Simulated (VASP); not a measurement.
# NaH in VASP: a series of runs

NaH is run at these levels: PBEsol; tasks: electric field gradients.

All numbers are computed with VASP 6.6.1; they aren't measurements. Logs are shortened: lines on timing, memory, paths and dates and some standing lists are left out, and cuts for length are marked.

## 1. The cell of the first run

The structure is trigonal, space group R-3m (No. 166). Conventional cell: a = 3.416 Å, b = 3.416 Å, c = 8.621 Å, α = 90.00°, β = 90.00°, γ = 120.00°. Na (site symmetry -3m) has 6 H at 2.44 Å within 3.2 Å. H (site symmetry -3m) has 6 Na at 2.44 Å within 3.2 Å.

## 2. Electric field gradients, PBEsol (equal xy, yz and zx shear strains of +2 %)

The input, INCAR:

```
PREC = Accurate
ENCUT = 520
EDIFF = 1E-8
ISMEAR = -1
SIGMA = 0.03
LREAL = F
LASPH = T
NELM = 80
ALGO = Normal
ISIF = 2
LWAVE = F
LCHARG = F
GGA = PS
LEFG = T
NBANDS = 11
```

The input, KPOINTS:

```
Automatic mesh
0
Gamma
  9 9 9
```

The input, POSCAR:

```
NaH
1.0
    0.0488000000      2.4644000000      2.4644000000
    2.4644000000      0.0488000000      2.4644000000
    2.4644000000      2.4644000000      0.0488000000
Na H
1 1
Direct
    0.0000000000      0.0000000000      0.0000000000
    0.5000000000      0.5000000000      0.5000000000
```

Potentials or basis: VASP PAW PBE potentials, release 64 (Na_pv, H).

The run is started by

```console
$ cat potpaw_PBE.64/Na_pv/POTCAR potpaw_PBE.64/H/POTCAR > POTCAR
$ mpirun -np 1 vasp_std > vasp.out
```

OUTCAR:

```text
PREC = Accurate
   ENCUT = 520
   EDIFF = 1E-8
   ISMEAR = -1
   LREAL = F
   LASPH = T
   NELM = 80
   ISIF = 2
   GGA = PS

 ion  position               nearest neighbor table
   1  0.000  0.000  0.000-
   2  0.500  0.500  0.500-

  LATTYP: Found a trigonal (rhomboedric) cell.
 ALAT       =     3.4855295380
 COS(alpha) =     0.5197000882

  Lattice vectors:

 A1 = (   0.0488000000,   2.4644000000,   2.4644000000)
 A2 = (   2.4644000000,   0.0488000000,   2.4644000000)
 A3 = (   2.4644000000,   2.4644000000,   0.0488000000)

Analysis of symmetry for initial positions (statically):
=====================================================================
 Subroutine PRICEL returns:
 Original cell was already a primitive cell.

 Routine SETGRP: Setting up the symmetry group for a
 trigonal (rhombohedral) supercell.

 Subroutine GETGRP returns: Found 12 space group operations
 (whereof 12 operations were pure point group operations)
 out of a pool of 12 trial point group operations.

The static configuration has the point symmetry D_3d.

Analysis of symmetry for dynamics (positions and initial velocities):
=====================================================================
 Subroutine PRICEL returns:
 Original cell was already a primitive cell.

 Routine SETGRP: Setting up the symmetry group for a
 trigonal (rhombohedral) supercell.

 Subroutine GETGRP returns: Found 12 space group operations
 (whereof 12 operations were pure point group operations)
 out of a pool of 12 trial point group operations.

The dynamic configuration has the point symmetry D_3d.

 Subroutine INISYM returns: Found 12 space group operations
 (whereof 12 operations are pure point group operations),
 and found     1 'primitive' translations

----------------------------------------------------------------------------------------

                                     Primitive cell

  volume of cell :      29.0449

  direct lattice vectors                    reciprocal lattice vectors
     0.048800000  2.464400000  2.464400000    -0.209017205  0.204958619  0.204958619
     2.464400000  0.048800000  2.464400000     0.204958619 -0.209017205  0.204958619
     2.464400000  2.464400000  0.048800000     0.204958619  0.204958619 -0.209017205

  length of vectors
     3.485529538  3.485529538  3.485529538     0.357357332  0.357357332  0.357357332

  position of ions in fractional coordinates (direct lattice)
     0.000000000  0.000000000  0.000000000
     0.500000000  0.500000000  0.500000000

  ion indices of the primitive-cell ions
   primitive index   ion index
                 1           1
                 2           2

----------------------------------------------------------------------------------------

 KPOINTS: Automatic mesh

Automatic generation of k-mesh.
 Grid dimensions read from file:
 generate k-points for:    9    9    9

 Generating k-lattice:

  Cartesian coordinates                     Fractional coordinates (reciprocal lattice)
    -0.023224134  0.022773180  0.022773180     0.111111111  0.000000000 -0.000000000
     0.022773180 -0.023224134  0.022773180     0.000000000  0.111111111 -0.000000000
     0.022773180  0.022773180 -0.023224134     0.000000000  0.000000000  0.111111111

  Length of vectors
     0.039706370  0.039706370  0.039706370

  Shift w.r.t. Gamma in fractional coordinates (k-lattice)
     0.000000000  0.000000000  0.000000000

 Subroutine IBZKPT returns following result:
 ===========================================

 Found     85 irreducible k-points:

 Following reciprocal coordinates:
            Coordinates               Weight
  0.000000  0.000000  0.000000      1.000000
  0.111111  0.000000  0.000000      6.000000
  0.222222  0.000000  0.000000      6.000000
  0.333333 -0.000000 -0.000000      6.000000
  0.444444  0.000000  0.000000      6.000000
  0.111111  0.111111  0.000000      6.000000
[... 16 lines left out ...]
 -0.333333  0.333333  0.000000      6.000000
  0.444444  0.444444  0.000000      6.000000
 [... further k-points ...]
   k-points           NKPTS =     85   k-points in BZ     NKDIM =     85   number of bands    NBANDS=     11
   number of dos      NEDOS =    301   number of ions     NIONS =      2
   total plane-waves  NPLWV =  21952
   dimension x,y,z NGX =    28 NGY =   28 NGZ =   28
   dimension x,y,z NGXF=    56 NGYF=   56 NGZF=   56
   ions per type =               1   1
   NGX,Y,Z   is equivalent  to a cutoff of  13.35, 13.35, 13.35 a.u.
   NGXF,Y,Z  is equivalent  to a cutoff of  26.71, 26.71, 26.71 a.u.
 SYSTEM =  unknown system
   PREC   = accura    normal or accurate (medium, high low for compatibility)
   ISTART =      0    job   : 0-new  1-cont  2-samecut
   ICHARG =      2    charge: 1-file 2-atom 10-const
   ISPIN  =      1    spin polarized calculation?
   LNONCOLLINEAR =      F non collinear calculations
   LSORBIT =      F    spin-orbit coupling
   LASPH  =      T    aspherical Exc in radial PAW
   ENCUT  =  520.0 eV  38.22 Ry    6.18 a.u.   6.48  6.48  6.48*2*pi/ulx,y,z
   NELM   =     80;   NELMIN=  2; NELMDL= -5     # of ELM steps
   EDIFF  = 0.1E-07   stopping-criterion for ELM
   LREAL  =      F    real-space projection
   EDIFFG = 0.1E-06   stopping-criterion for IOM
   NSW    =      0    number of steps for IOM
   IBRION =     -1    ionic relax: 0-MD 1-quasi-New 2-CG
   NFREE  =      0    steps in history (QN), initial steepest desc. (CG)
   ISIF   =      2    stress and relaxation
   ISYM   =      2    0-nonsym 1-usesym 2-fastsym
   POTIM  = 0.5000    time-step for ionic-motion
   TEBEG  =    0.0;   TEEND  =   0.0 temperature during run
   PSTRESS=    0.0 pullay stress
   NELECT =       8.0000    total number of electrons
   NUPDOWN=      -1.0000    fix difference up-down
   EMIN   =  10.00;   EMAX   =-10.00  energy-range for DOS
   EFERMI =   0.00;   METHOD = LEGACY
   ISMEAR =    -1;   SIGMA  =   0.03  broadening in eV -4-tet -1-fermi 0-gaus
   EFERMI_NEDOS =   21; number of points for ismear=-14 and -15
   IALGO  =     38    algorithm
   IMIX   =      4    mixing-type and parameters
     AMIX     =   0.40;   BMIX     =  1.00
     AMIX_MAG =   1.60;   BMIX_MAG =  1.00
  volume/ion in A,a.u.               =      14.52        98.00
  Fermi-wavevector in a.u.,A,eV,Ry     =   1.065160  2.012860 15.436703  1.134566
  Thomas-Fermi vector in A             =   2.200702
   LORBIT       =      0    0 simple, 1 ext, 2 COOP (PROOUT), +10 PAW based schemes
   GGA     = PS    functional components
   LHFCALC =     F    Hartree Fock is set to
   AEXX    =    0.0000 exact exchange contribution
   IVDW    =     0    specifies the selected vdW correction
   LEPSILON=     F    determine dielectric tensor
   LRPA    =     F    only Hartree local field effects (RPA)
 non-spin polarized calculation
  energy-cutoff  :      520.00
  volume of cell :       29.04
 maximum number of plane-waves:       796
 NGX is ok and might be reduce to    28
   NGX = 13   NGY = 13   NGZ = 13

 number of electron       8.0000003 magnetization

 Free energy of the ion-electron system (eV)
  ---------------------------------------------------
  ext. energy  EPLUGINS =         0.00000000
  ---------------------------------------------------
  free energy    TOTEN  =        -5.07813174 eV

  energy without entropy =       -5.07813174  energy(sigma->0) =       -5.07813174

 E-fermi :  -0.4780     XC(G=0):  -7.7912

 val. band max:       -1.2305845295   @ k =  -0.3333   0.4444   0.1111
 cond. band min:       2.3996434891   @ k =   0.4444   0.4444   0.4444
 fundamental gap:      3.6302280186
 Fermi energy:        -0.4780340381

 k-point     1 :       0.0000    0.0000    0.0000
  band No.  band energies     occupation
      1     -23.2370      2.00000
      2     -23.2370      2.00000
      3     -23.2322      2.00000
      4      -4.8237      2.00000
      5       8.9622      0.00000
      6      13.5736      0.00000
      7      14.2343      0.00000
      8      14.2343      0.00000
      9      14.3104      0.00000
     10      15.1164      0.00000
     11      15.1164      0.00000

 k-point     2 :       0.1111    0.0000    0.0000
  band No.  band energies     occupation
      1     -23.2474      2.00000
      2     -23.2385      2.00000
      3     -23.2336      2.00000
      4      -4.6107      2.00000
      5       8.3155      0.00000
      6      11.7178      0.00000
      7      12.9916      0.00000
      8      13.5173      0.00000
      9      15.1542      0.00000
     10      15.9560      0.00000
     11      15.9835      0.00000

 k-point     3 :       0.2222    0.0000    0.0000
  band No.  band energies     occupation
      1     -23.2741      2.00000
      2     -23.2422      2.00000
      3     -23.2366      2.00000
      4      -3.9958      2.00000
      5       6.4475      0.00000
      6      10.1480      0.00000
      7      12.2825      0.00000
      8      12.7560      0.00000
      9      15.7533      0.00000
     10      16.0340      0.00000
     11      16.7539      0.00000

 k-point     4 :       0.3333   -0.0000   -0.0000
  band No.  band energies     occupation
      1     -23.3042      2.00000
      2     -23.2464      2.00000
      3     -23.2399      2.00000
      4      -3.0770      2.00000
      5       4.2489      0.00000
      6       9.4743      0.00000
      7      11.8312      0.00000
      8      12.2494      0.00000
      9      15.0178      0.00000
     10      15.2788      0.00000
     11      17.2947      0.00000
[... 239 lines left out ...]
 k-point    22 :      -0.4444    0.3333   -0.0000
  band No.  band energies     occupation
      1     -23.3049      2.00000
      2     -23.2802      2.00000
      3     -23.2570      2.00000
      4      -1.3953      2.00000
      5       3.7219      0.00000
      6       5.5550      0.00000
      7       9.4385      0.00000
      8      10.0655      0.00000
      9      14.8548      0.00000
     10      19.6594      0.00000
     11      20.3682      0.00000

 k-point    23 :      -0.3333    0.3333    0.0000
  band No.  band energies     occupation
      1     -23.2970      2.00000
      2     -23.2914      2.00000
      3     -23.2521      2.00000
      4      -1.4137      2.00000
      5       4.2934      0.00000
      6       4.4218      0.00000
      7       9.9780      0.00000
      8      10.6157      0.00000
      9      16.8977      0.00000
     10      19.3998      0.00000
     11      19.4742      0.00000

 k-point    24 :       0.4444    0.4444    0.0000
  band No.  band energies     occupation
      1     -23.3129      2.00000
      2     -23.2651      2.00000
      3     -23.2623      2.00000
      4      -1.5461      2.00000
      5       3.3997      0.00000
      6       8.5449      0.00000
      7       8.9672      0.00000
      8       9.4486      0.00000
      9      10.4021      0.00000
     10      21.6112      0.00000
     11      23.3899      0.00000

 [... further k-points ...]
[... 5 lines left out ...]
  --------------------------------------------------------------------------------------
  -------------------------------------------------------------------------------------
  Total       -0.2165319     -0.2165319     -0.2165319     -0.0816320     -0.0816320     -0.0816320
  in kB      -11.9443496    -11.9443496    -11.9443496     -4.5029886     -4.5029886     -4.5029886
  external PRESSURE =     -11.9443496 kB  Pullay stress =       0.0000000 kB

 VOLUME and BASIS-vectors are now :
 -----------------------------------------------------------------------------
  energy-cutoff  :      520.00
  volume of cell :       29.04
      direct lattice vectors                 reciprocal lattice vectors
     0.048800000  2.464400000  2.464400000    -0.209017205  0.204958619  0.204958619
     2.464400000  0.048800000  2.464400000     0.204958619 -0.209017205  0.204958619
     2.464400000  2.464400000  0.048800000     0.204958619  0.204958619 -0.209017205

 POSITION                                       TOTAL-FORCE (eV/Angst)
 -----------------------------------------------------------------------------------
      0.00000      0.00000      0.00000         0.000000     -0.000000      0.000000
      2.48880      2.48880      2.48880        -0.000000      0.000000     -0.000000
 -----------------------------------------------------------------------------------
    total drift:                               -0.000000      0.000000      0.000000

  FREE ENERGIE OF THE ION-ELECTRON SYSTEM (eV)
  ---------------------------------------------------
  free  energy   TOTEN  =        -5.0781317421 eV

  energy  without entropy=       -5.0781317421  energy(sigma->0) =       -5.07813174

 Electric field gradients (V/A^2)
---------------------------------------------------------------------
 ion       V_xx      V_yy      V_zz      V_xy      V_xz      V_yz
---------------------------------------------------------------------
   1      -0.000     0.000    -0.000    -0.559    -0.559    -0.559
   2      -0.000    -0.000    -0.000     0.052     0.052     0.052
---------------------------------------------------------------------

 Electric field gradients after diagonalization (V/A^2)
 (convention: |V_zz| > |V_xx| > |V_yy|)
----------------------------------------------------------------------
 ion       V_xx      V_yy      V_zz     asymmetry (V_yy - V_xx)/ V_zz
----------------------------------------------------------------------
   1       0.559     0.559    -1.118       0.000
   2      -0.052    -0.052     0.104       0.000
----------------------------------------------------------------------

           NMR quadrupolar parameters

 Cq : quadrupolar parameter    Cq=e*Q*V_zz/h
 eta: asymmetry parameters     (V_yy - V_xx)/ V_zz
 Q  : nuclear electric quadrupole moment in mb (millibarn)
----------------------------------------------------------------------
 ion       Cq(MHz)       eta       Q (mb)
----------------------------------------------------------------------
   1      -0.003       0.000       1.000
   2       0.000       0.000       1.000
----------------------------------------------------------------------
```

Wall time 44 s (1 thread of AMD EPYC, shared host); peak memory 0.13 GiB.

What came out:

```
Free energy            : -5.0781 eV
Pressure               : -1.2 GPa
Band gap on the k mesh : 3.63 eV, indirect (least direct gap 4.49 eV)
```

Electric field gradients, principal values (V/Å²):
| atom | least | middle | greatest (by size) |
| --- | --- | --- | --- |
| 1 Na | 0.559 | 0.559 | -1.118 |
| 2 H | -0.052 | -0.052 | 0.104 |

Caveat: the cell differs from its parent crystal (equal xy, yz and zx shear strains of +2 %); without QUAD_EFG the Cq values of the log hold for a quadrupole moment of 1 mb, not for the nuclei; the PAW data sets were made with another functional, which shifts forces and pressure a little.

(Continued in part 2 of 2.)
